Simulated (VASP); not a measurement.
# Ta (Fm-3m) in VASP: further runs, part 2 of 2

VASP 6.6.1. The steps go on from the part before.

**4. Single point, r2SCAN (volume scaled by 1.04)**

Contents of POSCAR:

```
Ta
1.0
    0.0000000000      2.1315190305      2.1315190305
    2.1315190305      0.0000000000      2.1315190305
    2.1315190305      2.1315190305      0.0000000000
Ta
1
Direct
    0.0000000000      0.0000000000      0.0000000000
```

Contents of INCAR.step1:

```
SYSTEM = Ta
PREC = Accurate ; ENCUT = 520
ISMEAR = -1 ; SIGMA = 0.1
LREAL = .False. ; LASPH = .True.
NELM = 100 ; NBANDS = 12
GGA = PE ; ALGO = Normal
EDIFF = 1E-4 ; LWAVE = .True.
LCHARG = .False.
```

Contents of INCAR.step2:

```
SYSTEM = Ta
PREC = Accurate ; ENCUT = 520
EDIFF = 1E-6 ; ISMEAR = -1
SIGMA = 0.1 ; LREAL = .False.
LASPH = .True. ; NELM = 100
ALGO = Normal ; ISIF = 2
LWAVE = .False. ; LCHARG = .True.
METAGGA = R2SCAN ; LMIXTAU = .True.
LELF = .True. ; LVHAR = .True.
NBANDS = 12 ; ISTART = 1
```

Contents of KPOINTS:

```
Automatic mesh
0
Gamma
  14 14 14
  0 0 0
```

Run with:

```console
$ cat potpaw_PBE.64/Ta_pv/POTCAR > POTCAR
$ cp INCAR.step1 INCAR
$ mpirun -np 1 vasp_std > vasp.out
$ cp INCAR.step2 INCAR
$ mpirun -np 1 vasp_std > vasp.out
```

It took 27 s on 1 thread of Intel Xeon 6975P-C (Granite Rapids), shared host; peak memory 0.16 GiB.

The run converged. Its results:

```
Free energy : -48.3430 eV
Pressure    : -6.7 GPa
```

Levels at points of the mesh, in eV from the Fermi level:
| k point | band 1 | band 2 | band 3 | band 4 | band 5 | band 6 | band 7 | band 8 | band 9 | band 10 |
| --- | --- | --- | --- | --- | --- | --- | --- | --- | --- | --- |
| (0.00, 0.00, 0.00) | -34.95 | -34.95 | -34.95 | -8.45 | 0.50 | 0.50 | 0.50 | 3.63 | 3.63 | 11.28 |
| (0.50, 0.00, 0.00) | -35.92 | -35.08 | -35.08 | -4.72 | 0.35 | 0.35 | 0.37 | 5.82 | 5.82 | 10.09 |
| (0.50, 0.50, 0.00) | -35.86 | -35.30 | -35.30 | -4.39 | -3.38 | 2.65 | 5.90 | 6.43 | 6.43 | 11.25 |

Caveat: the PAW data sets were made with another functional, which shifts forces and pressure a little; spin-orbit coupling is left out, which moves the levels of the heavy elements.

**5. Single point, r2SCAN (volume scaled by 1.08)**

Contents of POSCAR:

```
Ta
1.0
    0.0000000000      2.1585031487      2.1585031487
    2.1585031487      0.0000000000      2.1585031487
    2.1585031487      2.1585031487      0.0000000000
Ta
1
Direct
    0.0000000000      0.0000000000      0.0000000000
```

Contents of INCAR.step1:

```
SYSTEM = Ta
  PREC = Accurate
  ENCUT = 520
  ISMEAR = -1
  SIGMA = 0.1
  LREAL = .False.
  LASPH = .True.
  NELM = 80
  NBANDS = 12
  GGA = PE
  ALGO = Normal
  EDIFF = 1E-4
  LWAVE = .True.
  LCHARG = .False.
```

Contents of INCAR.step2:

```
SYSTEM = Ta
  PREC = Accurate
  ENCUT = 520
  EDIFF = 1E-7
  ISMEAR = -1
  SIGMA = 0.1
  LREAL = .False.
  LASPH = .True.
  NELM = 80
  ALGO = Normal
  ISIF = 2
  LWAVE = .False.
  LCHARG = .False.
  METAGGA = R2SCAN
  LMIXTAU = .True.
  NBANDS = 12
  ISTART = 1
```

KPOINTS is that of step 4.

Run with:

```console
$ cat potpaw_PBE.64/Ta_pv/POTCAR > POTCAR
$ cp INCAR.step1 INCAR
$ mpirun -np 1 vasp_std > vasp.out
$ cp INCAR.step2 INCAR
$ mpirun -np 1 vasp_std > vasp.out
```

It took 31 s on 1 thread of Intel Xeon 6975P-C (Granite Rapids), shared host; peak memory 0.15 GiB.

The run converged. Its results:

* Free energy: -48.2971 eV
* Pressure: -12.9 GPa

Levels at points of the mesh, in eV from the Fermi level:
| k point | band 3 | band 4 | band 5 | band 6 | band 7 | band 8 |
| --- | --- | --- | --- | --- | --- | --- |
| (0.00, 0.00, 0.00) | -35.10 | -8.28 | 0.51 | 0.51 | 0.51 | 3.49 |
| (0.50, 0.00, 0.00) | -35.21 | -4.56 | 0.26 | 0.38 | 0.38 | 5.56 |
| (0.50, 0.50, 0.00) | -35.40 | -4.18 | -3.20 | 2.46 | 5.63 | 6.12 |

Caveat: the PAW data sets were made with another functional, which shifts forces and pressure a little; spin-orbit coupling is left out, which moves the levels of the heavy elements.

**6. Single point, r2SCAN (volume scaled by 1.12)**

Contents of POSCAR:

```
Ta
1.0
    0.0000000000      2.1848289524      2.1848289524
    2.1848289524      0.0000000000      2.1848289524
    2.1848289524      2.1848289524      0.0000000000
Ta
1
Direct
    0.0000000000      0.0000000000      0.0000000000
```

Contents of INCAR.step1:

```
PREC = Accurate
ENCUT = 520
ISMEAR = -1
SIGMA = 0.1
LREAL = False
LASPH = True
NELM = 60
NBANDS = 12
GGA = PE
ALGO = Normal
EDIFF = 1E-4
LWAVE = True
LCHARG = False
```

Contents of INCAR.step2:

```
PREC = Accurate
ENCUT = 520
EDIFF = 1E-7
ISMEAR = -1
SIGMA = 0.1
LREAL = False
LASPH = True
NELM = 60
ALGO = Normal
ISIF = 2
LWAVE = False
LCHARG = True
METAGGA = R2SCAN
LMIXTAU = True
LELF = True
LVHAR = True
NBANDS = 12
ISTART = 1
```

Contents of KPOINTS:

```
Automatic mesh
0
Gamma
  14 14 14
```

Potentials or basis: VASP PAW PBE potentials, release 64 (Ta_pv).

Run with:

```console
$ cat potpaw_PBE.64/Ta_pv/POTCAR > POTCAR
$ cp INCAR.step1 INCAR
$ mpirun -np 1 vasp_std > vasp.out
$ cp INCAR.step2 INCAR
$ mpirun -np 1 vasp_std > vasp.out
```

Run time: 30 s. Hardware: 1 thread of Intel Xeon 6975P-C (Granite Rapids), shared host; peak memory 0.16 GiB.

The run converged. Its results:

```yaml
Free_energy: -48.2253 eV
Pressure: -17.9 GPa
```

Levels at points of the mesh, in eV from the Fermi level:
```tsv
k point	band 3	band 4	band 5	band 6	band 7	band 8
(0.00, 0.00, 0.00)	-35.24	-8.12	0.51	0.51	0.51	3.35
(0.50, 0.00, 0.00)	-35.34	-4.42	0.17	0.39	0.39	5.31
(0.50, 0.50, 0.00)	-35.51	-3.99	-3.03	2.28	5.38	5.83
```

Caveat: the PAW data sets were made with another functional, which shifts forces and pressure a little; spin-orbit coupling is left out, which moves the levels of the heavy elements.

**7. The runs side by side**

| cell | gap on the mesh (eV) | pressure (GPa) |
| --- | --- | --- |
| a = 2.935 Å, angles 60.0°, 1 atom | none | 9.4 |
| a = 2.975 Å, angles 60.0°, 1 atom | none | 0.6 |
| a = 3.014 Å, angles 60.0°, 1 atom | none | -6.7 |
| a = 3.053 Å, angles 60.0°, 1 atom | none | -12.9 |
| a = 3.090 Å, angles 60.0°, 1 atom | none | -17.9 |

Alike in all rows: task single point; level r2SCAN; potentials or basis VASP PAW PBE potentials, release 64 (Ta_pv); no spin polarisation; k mesh 14 × 14 × 14; cutoff (eV) 520; smearing fermi-dirac 0.1 eV.

Caveats: the PAW data sets were made with another functional, which shifts forces and pressure a little; spin-orbit coupling is left out, which moves the levels of the heavy elements.

Total energies depend on the potentials used, so only differences within one code and one set of settings carry meaning.
